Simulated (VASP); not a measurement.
# Na2S (Fm-3m) in VASP: a series of runs

Runs on Na2S. Level: PBEsol. Tasks: relaxation of cell and atoms.

Program: VASP 6.6.1. These are calculated values, not measurements. Logs are shortened: lines on timing, memory, paths and dates and some standing lists are left out, and cuts for length are marked.

### 1 The cell of the first run

Symmetry: Fm-3m, No. 225, cubic system. The conventional cell has a = 6.501 Å, b = 6.501 Å, c = 6.501 Å, α = 90.00°, β = 90.00°, γ = 90.00°. Within 3.7 Å of Na (site symmetry -43m) lie 4 S at 2.82 Å and 6 Na at 3.25 Å. Within 3.7 Å of S (site symmetry m-3m) lie 8 Na at 2.82 Å.

### 2 Relaxation of cell and atoms, PBEsol, target pressure 10 GPa, at which the enthalpy is minimised

INCAR reads:

```
SYSTEM = Na2S
  PREC = Accurate
  ENCUT = 500
  EDIFF = 1E-7
  ISMEAR = 0
  SIGMA = 0.01
  LREAL = .False.
  LASPH = .True.
  NELM = 120
  ALGO = Normal
  ISIF = 3
  LWAVE = .False.
  LCHARG = .False.
  GGA = PS
  IBRION = 2
  NSW = 100
  EDIFFG = -0.002
  PSTRESS = 100.0
  GGA_COMPAT = .False.
  NELMIN = 4
```

KPOINTS reads:

```
regular mesh
0
Gamma
  6 6 6
  0 0 0
```

POSCAR reads:

```
Na2S
1.0
    0.0000000000      3.2506202990      3.2506202990
    3.2506202990      0.0000000000      3.2506202990
    3.2506202990      3.2506202990      0.0000000000
Na S
2 1
Direct
    0.2500000000      0.2500000000      0.2500000000
    0.7500000000      0.7500000000      0.7500000000
    0.0000000000      0.0000000000      0.0000000000
```

Potentials or basis: VASP PAW PBE potentials, release 64 (Na_pv, S).

Command:

```console
> cat potpaw_PBE.64/Na_pv/POTCAR potpaw_PBE.64/S/POTCAR > POTCAR
> mpirun -np 1 vasp_std > vasp.out
```

OUTCAR:

```text
SYSTEM = Na2S
   PREC = Accurate
   ENCUT = 500
   EDIFF = 1E-7
   ISMEAR = 0
   LREAL = .False.
   LASPH = .True.
   NELM = 120
   ISIF = 3
   GGA = PS
   IBRION = 2
   NSW = 100
   EDIFFG = -0.002
   PSTRESS = 100.0
   NELMIN = 4

 ion  position               nearest neighbor table
   1  0.250  0.250  0.250-
   2  0.750  0.750  0.750-
   3  0.000  0.000  0.000-

  LATTYP: Found a face centered cubic cell.
 ALAT       =     6.5012405980

  Lattice vectors:

 A1 = (   0.0000000000,   3.2506202990,   3.2506202990)
 A2 = (   3.2506202990,   0.0000000000,   3.2506202990)
 A3 = (   3.2506202990,   3.2506202990,   0.0000000000)

Analysis of symmetry for initial positions (statically):
=====================================================================
 Subroutine PRICEL returns:
 Original cell was already a primitive cell.

 Routine SETGRP: Setting up the symmetry group for a
 face centered cubic supercell.

 Subroutine GETGRP returns: Found 48 space group operations
 (whereof 48 operations were pure point group operations)
 out of a pool of 48 trial point group operations.

The static configuration has the point symmetry O_h .

Analysis of symmetry for dynamics (positions and initial velocities):
=====================================================================
 Subroutine PRICEL returns:
 Original cell was already a primitive cell.

 Routine SETGRP: Setting up the symmetry group for a
 face centered cubic supercell.

 Subroutine GETGRP returns: Found 48 space group operations
 (whereof 48 operations were pure point group operations)
 out of a pool of 48 trial point group operations.

The dynamic configuration has the point symmetry O_h .

 Subroutine INISYM returns: Found 48 space group operations
 (whereof 48 operations are pure point group operations),
 and found     1 'primitive' translations

----------------------------------------------------------------------------------------

                                     Primitive cell

  volume of cell :      68.6956

  direct lattice vectors                    reciprocal lattice vectors
     0.000000000  3.250620299  3.250620299    -0.153816796  0.153816796  0.153816796
     3.250620299  0.000000000  3.250620299     0.153816796 -0.153816796  0.153816796
     3.250620299  3.250620299  0.000000000     0.153816796  0.153816796 -0.153816796
[... 66 lines left out ...]
   NGXF,Y,Z  is equivalent  to a cutoff of  26.04, 26.04, 26.04 a.u.
 SYSTEM =  Na2S
   PREC   = accura    normal or accurate (medium, high low for compatibility)
   ISTART =      0    job   : 0-new  1-cont  2-samecut
   ICHARG =      2    charge: 1-file 2-atom 10-const
   ISPIN  =      1    spin polarized calculation?
   LNONCOLLINEAR =      F non collinear calculations
   LSORBIT =      F    spin-orbit coupling
   LASPH  =      T    aspherical Exc in radial PAW
   ENCUT  =  500.0 eV  36.75 Ry    6.06 a.u.   8.38  8.38  8.38*2*pi/ulx,y,z
   NELM   =    120;   NELMIN=  4; NELMDL= -5     # of ELM steps
   EDIFF  = 0.1E-06   stopping-criterion for ELM
   LREAL  =      F    real-space projection
   EDIFFG = -.2E-02   stopping-criterion for IOM
   NSW    =    100    number of steps for IOM
   IBRION =      2    ionic relax: 0-MD 1-quasi-New 2-CG
   NFREE  =      1    steps in history (QN), initial steepest desc. (CG)
   ISIF   =      3    stress and relaxation
   ISYM   =      2    0-nonsym 1-usesym 2-fastsym
   POTIM  = 0.5000    time-step for ionic-motion
   TEBEG  =    0.0;   TEEND  =   0.0 temperature during run
   PSTRESS=  100.0 pullay stress
   NELECT =      20.0000    total number of electrons
   NUPDOWN=      -1.0000    fix difference up-down
   EMIN   =  10.00;   EMAX   =-10.00  energy-range for DOS
   EFERMI =   0.00;   METHOD = LEGACY
   ISMEAR =     0;   SIGMA  =   0.01  broadening in eV -4-tet -1-fermi 0-gaus
   EFERMI_NEDOS =   21; number of points for ismear=-14 and -15
   IALGO  =     38    algorithm
   IMIX   =      4    mixing-type and parameters
     AMIX     =   0.40;   BMIX     =  1.00
     AMIX_MAG =   1.60;   BMIX_MAG =  1.00
  volume/ion in A,a.u.               =      22.90       154.53
  Fermi-wavevector in a.u.,A,eV,Ry     =   1.085030  2.050410 16.018017  1.177291
  Thomas-Fermi vector in A             =   2.221134
   LORBIT       =      0    0 simple, 1 ext, 2 COOP (PROOUT), +10 PAW based schemes
   GGA     = PS    functional components
   LHFCALC =     F    Hartree Fock is set to
   AEXX    =    0.0000 exact exchange contribution
   IVDW    =     0    specifies the selected vdW correction
   LEPSILON=     F    determine dielectric tensor
   LRPA    =     F    only Hartree local field effects (RPA)
 conjugate gradient relaxation of ions
 non-spin polarized calculation
 Gauss-broadening in eV      SIGMA  =   0.01
  energy-cutoff  :      500.00
  volume of cell :       68.70
 maximum number of plane-waves:      1807
 NGX is ok and might be reduce to    36
   NGX = 17   NGY = 17   NGZ = 17

--------------------------------------- Ionic step        1  -------------------------------------------

 number of electron      19.9999984 magnetization

 Free energy of the ion-electron system (eV)
  ---------------------------------------------------
  ext. energy  EPLUGINS =         0.00000000
  ---------------------------------------------------
  free energy    TOTEN  =       -10.37481042 eV

  energy without entropy =      -10.37481042  energy(sigma->0) =      -10.37481042

------------------------ aborting loop because EDIFF is reached ----------------------------------------

  FORCE on cell =-STRESS in cart. coord.  units (eV):
  Direction    XX          YY          ZZ          XY          YZ          ZX
  --------------------------------------------------------------------------------------
  -------------------------------------------------------------------------------------
  Total        0.0199131      0.0199131      0.0199131      0.0000000      0.0000000      0.0000000
  in kB        0.4644306      0.4644306      0.4644306      0.0000000      0.0000000      0.0000000
  external PRESSURE =     -99.5355694 kB  Pullay stress =     100.0000000 kB
[... 65 lines left out ...]
--------------------------------------- Ionic step        3  -------------------------------------------

 number of electron      20.0000005 magnetization

 Free energy of the ion-electron system (eV)
  ---------------------------------------------------
  ext. energy  EPLUGINS =         0.00000000
  ---------------------------------------------------
  free energy    TOTEN  =       -10.03389844 eV

  energy without entropy =      -10.03389844  energy(sigma->0) =      -10.03389844

 E-fermi :   1.3275     XC(G=0):  -8.8714

 val. band max:        1.2439431976   @ k =   0.0000   0.0000   0.0000
 cond. band min:       4.4261896872   @ k =   0.0000   0.0000   0.0000
 fundamental gap:      3.1822464896
 Fermi energy:         1.3275108585

 k-point     1 :       0.0000    0.0000    0.0000
  band No.  band energies     occupation
      1     -20.4366      2.00000
      2     -20.4366      2.00000
      3     -20.4366      2.00000
      4     -20.3250      2.00000
      5     -20.3250      2.00000
      6     -20.3250      2.00000
      7      -9.2698      2.00000
      8       1.2439      2.00000
      9       1.2439      2.00000
     10       1.2439      2.00000
     11       4.4262      0.00000
     12       9.7042      0.00000
     13       9.7042      0.00000
     14       9.7042      0.00000
[... 287 lines left out ...]
  energy  without entropy=      -10.0338984391  energy(sigma->0) =      -10.03389844

  enthalpy is  TOTEN    =        -6.5608037551 eV   P V=        3.4730946840

 reached required accuracy - stopping structural energy minimisation
```

It took 16 s on 1 thread of Intel Xeon 6975P-C (Granite Rapids), shared host; peak memory 0.2 GiB.

What came out:

- Free energy: -10.0339 eV
- Relaxed volume: 18.55 Å³/atom
- Relaxed cell: a = 4.285 Å, b = 4.285 Å, c = 4.285 Å, α = 60.00°, β = 60.00°, γ = 60.00°
- Space group after relaxing (to 0.05 Å): Fm-3m (No. 225)
- Energy change on relaxing (the enthalpy is what falls): +113.6 meV/atom
- Ionic steps: 3
- Pressure after relaxing: 10.0 GPa
- Band gap on the k mesh: 3.18 eV, direct

The path:
| step | energy change (eV) | largest force (eV/Å) | pressure (GPa) | volume (Å³) |
| --- | --- | --- | --- | --- |
| 1 | 0.0000 | 0.0000 | 0.05 | 68.70 |
| 2 | 0.3500 | 0.0000 | 10.19 | 55.50 |
| 3 | 0.3409 | 0.0000 | 9.99 | 55.65 |

Final structure:
```cif
data_structure
_symmetry_space_group_name_H-M 'P 1'
_symmetry_Int_Tables_number 1
_cell_length_a 4.2853
_cell_length_b 4.2853
_cell_length_c 4.2853
_cell_angle_alpha 60.000
_cell_angle_beta 60.000
_cell_angle_gamma 60.000
_cell_volume 55.65
loop_
_atom_site_label
_atom_site_type_symbol
_atom_site_fract_x
_atom_site_fract_y
_atom_site_fract_z
_atom_site_occupancy
Na1 Na 0.25000 0.25000 0.25000 1
Na2 Na 0.75000 0.75000 0.75000 1
S1 S 0.00000 0.00000 0.00000 1
```

Caveat: the cell is relaxed towards a set pressure, so the enthalpy falls and the energy may rise; the volume moved by over 15 % at a fixed basis, so the end points are rough; the PAW data sets were made with another functional, which shifts forces and pressure a little. PBEsol gaps usually lie below the measured ones, often by a third to a half.

### 3 Relaxation of cell and atoms, PBEsol, target pressure 15 GPa, at which the enthalpy is minimised

INCAR reads:

```
SYSTEM = Na2S
PREC     = Accurate       ! precision mode
ENCUT    = 500            ! plane-wave cutoff, eV
EDIFF    = 1E-7           ! SCF threshold, eV
ISMEAR   = 0              ! smearing method
SIGMA    = 0.01           ! smearing width, eV
LREAL    = .FALSE.        ! projectors in reciprocal space
LASPH    = .TRUE.         ! aspherical terms in the spheres
NELM     = 120            ! most SCF steps
ALGO     = Normal         ! electronic algorithm
ISIF     = 3              ! what is computed and relaxed
LWAVE    = .FALSE.        ! write WAVECAR
LCHARG   = .FALSE.        ! write CHGCAR
GGA      = PS             ! functional
IBRION   = 2              ! ionic algorithm
NSW      = 100            ! ionic steps
EDIFFG   = -0.002         ! ionic threshold
PSTRESS  = 150.0        
GGA_COMPAT= .FALSE.      
NELMIN   = 4
```

KPOINTS reads:

```
regular mesh
0
G
  6 6 6
  0 0 0
```

POSCAR is that of step 2.

Potentials or basis: VASP PAW PBE potentials, release 64 (Na_pv, S).

Command:

```console
> cat potpaw_PBE.64/Na_pv/POTCAR potpaw_PBE.64/S/POTCAR > POTCAR
> mpirun -np 1 vasp_std > vasp.out
```

Wall time 48 s (1 thread of Intel Xeon 6975P-C (Granite Rapids), shared host); peak memory 0.2 GiB.

It converged, with:

* Free energy: -9.7657 eV
* Relaxed volume: 17.39 Å³/atom
* Relaxed cell: a = 4.194 Å, b = 4.194 Å, c = 4.194 Å, α = 60.00°, β = 60.00°, γ = 60.00°
* Space group after relaxing (to 0.05 Å): Fm-3m (No. 225)
* Energy change on relaxing (the enthalpy is what falls): +203.0 meV/atom
* Ionic steps: 16
* Pressure after relaxing: 15.0 GPa
* Band gap on the k mesh: 3.45 eV, direct

The path:
| step | energy change (eV) | largest force (eV/Å) | pressure (GPa) | volume (Å³) |
| --- | --- | --- | --- | --- |
| 1 | 0.0000 | 0.0000 | 0.05 | 68.70 |
| 2 | 0.8914 | 0.0000 | 19.87 | 49.56 |
| 3 | 0.6144 | 0.0000 | 15.09 | 52.12 |
| 4 | 0.5864 | 0.0000 | 14.59 | 52.42 |
| 5 | 0.5871 | 0.0000 | 14.60 | 52.41 |
| 6 | 0.5889 | 0.0000 | 14.64 | 52.39 |
| 7 | 0.5889 | 0.0000 | 14.63 | 52.39 |
| 8 | 0.5890 | 0.0000 | 14.63 | 52.39 |
| 9 | 0.5892 | 0.0000 | 14.64 | 52.39 |
| 10 | 0.5894 | 0.0000 | 14.64 | 52.39 |
| 11 | 0.5900 | 0.0000 | 14.66 | 52.38 |
| 12 | 0.5912 | 0.0000 | 14.68 | 52.37 |
| 13 | 0.5934 | 0.0000 | 14.72 | 52.34 |
| 14 | 0.5980 | 0.0000 | 14.79 | 52.29 |
| 15 | 0.6073 | 0.0000 | 14.97 | 52.19 |
| 16 | 0.6091 | 0.0000 | 15.00 | 52.17 |

Final structure:
```xyz
3
Lattice="0.0000 2.9658 2.9658 2.9658 0.0000 2.9658 2.9658 2.9658 0.0000" Properties=species:S:1:pos:R:3 pbc="T T T"
Na    1.4829    1.4829    1.4829
Na    4.4486    4.4486    4.4486
S     0.0000    0.0000    0.0000
```

Levels at points of the mesh, in eV from the valence-band top:
```tsv
k point	band 8	band 9	band 10	band 11	band 12	band 13
(0.00, 0.00, 0.00)	0.00	0.00	0.00	3.45	8.70	8.70
(0.50, 0.00, 0.00)	-2.23	-0.13	-0.13	6.01	7.48	7.67
(0.50, 0.50, 0.00)	-1.98	-0.55	-0.55	3.72	6.80	11.00
```

Caveat: the cell is relaxed towards a set pressure, so the enthalpy falls and the energy may rise; the volume moved by over 15 % at a fixed basis, so the end points are rough; the PAW data sets were made with another functional, which shifts forces and pressure a little. A k mesh can miss the band edges.
